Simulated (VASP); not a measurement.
HfO2: single point with PBE

HfO2:

```
Hf O
1.0
     4.88129    0.00000    0.00000
     0.00000    4.88129    0.00000
     0.00000    0.00000    3.23803
Hf O
2 4
Direct
  0.97501 0.97501 0.00000
  0.50000 0.50000 0.50000
  0.19484 0.80516 0.50000
  0.30516 0.30516 0.00000
  0.69484 0.69484 0.00000
  0.80516 0.19484 0.50000
```

This cell differs from its parent crystal: atom 1 (Hf) moved by -0.172 Å along [1 1 0] and +0.000 Å along [0 0 1].

| Quantity | Value |
| --- | --- |
| Program | VASP 6.6.1 |
| Task | single point |
| Functional | PBE |
| Potentials or basis | VASP PAW PBE potentials, release 64 (Hf_pv, O) |
| Cutoff | 520 eV |
| k mesh | 6 × 6 × 8 |
| Occupations | gaussian, width 0.05 eV |
| Spin | no spin polarisation |

The pressure is -1.1 GPa. The largest force is 3.265 eV/Å and the band gap on the k mesh is 3.59 eV.

Forces in eV/Å, atoms in the order of the input:
```
Hf   2.309  2.309  0.000
Hf  -1.453 -1.453  0.000
O   -0.233 -0.090  0.000
O    0.308  0.308  0.000
O   -0.841 -0.841  0.000
O   -0.090 -0.233  0.000
```

Stress tensor (GPa, compression positive):
```
 0.10  3.79  0.00
 3.79  0.10  0.00
 0.00  0.00 -3.58
```

Levels at points of the mesh, in eV from the valence-band top:
```
           k point  band 18  band 19  band 20  band 21  band 22  band 23  band 24  band 25  band 26  band 27
(0.00, 0.00, 0.00)    -1.73    -0.94    -0.87    -0.67     0.00     3.59     3.86     4.96     5.24     5.43
(0.50, 0.00, 0.00)    -2.47    -1.76    -1.37    -1.08    -0.46     4.21     4.33     5.65     5.92     6.15
(0.50, 0.50, 0.00)    -1.62    -1.32    -1.26    -1.01    -0.94     3.81     3.97     5.31     5.47     6.19
(0.00, 0.00, 0.50)    -2.17    -1.99    -1.91    -1.10    -1.06     5.15     5.22     5.54     5.81     5.98
(0.50, 0.00, 0.50)    -1.97    -1.80    -1.78    -1.04    -0.85     3.98     4.05     5.92     6.03     6.51
(0.50, 0.50, 0.50)    -1.91    -1.74    -1.14    -0.66    -0.38     4.76     5.06     5.51     5.51     6.08
```

Wall time 120 s on 1 thread of Intel Xeon 8259CL, with other jobs on the host, peak memory 0.26 GiB.

Caveat: the cell differs from its parent crystal (atom 1 (Hf) moved by -0.172 Å along [1 1 0] and +0.000 Å along [0 0 1]); spin-orbit coupling is left out, which moves the levels of the heavy elements; forces of over 1 eV/Å act on the atoms, so gaps and moduli don't describe the material at rest. A k mesh can miss the band edges.
